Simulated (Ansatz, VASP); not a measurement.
One calculation of Ca8CO, two programs

```
CELL_PARAMETERS angstrom
7.81324 0.00000 0.00000
0.00000 7.81324 0.00000
0.00000 0.00000 20.60939
ATOMIC_POSITIONS crystal
Ca 0.25000 0.25000 0.19409
Ca 0.25000 0.75000 0.19409
Ca 0.75000 0.25000 0.19409
Ca 0.75000 0.75000 0.19409
Ca 0.00000 0.00000 0.32070
Ca 0.00000 0.50000 0.32070
Ca 0.50000 0.00000 0.32070
Ca 0.50000 0.50000 0.32070
C 0.17705 0.75000 0.39057
O 0.32295 0.75000 0.39057
```

Alike in both runs: task single point; functional PBE; k mesh 4 × 4 × 1; occupations gaussian, width 0.1 eV; no spin polarisation.

```csv
,VASP,Ansatz
version,VASP 6.6.1,Ansatz 0.2.0
potentials or method,"VASP PAW PBE potentials, release 64 (Ca_sv, C, O), cutoff 520 eV","scalar-relativistic, plane waves, PAW"
valence electrons in the cell,90,90
```

Ansatz gave:

- gap on the k mesh at the Fermi level (eV): none
- rms of the force components (eV/Å): 1.609

Problem. Which values does VASP return?

Solution. gap on the k mesh at the Fermi level (eV): none; rms of the force components (eV/Å): 1.849.

Atom by atom the forces differ by 0.242 eV/Å (rms over components). A gap of «none» marks a metal or a gap that the smearing closes. With one functional, cell and mesh, what is left measures potentials, basis and numerics.

Noted on VASP's run: the standard files for N, O and F lose accuracy on very short bonds.
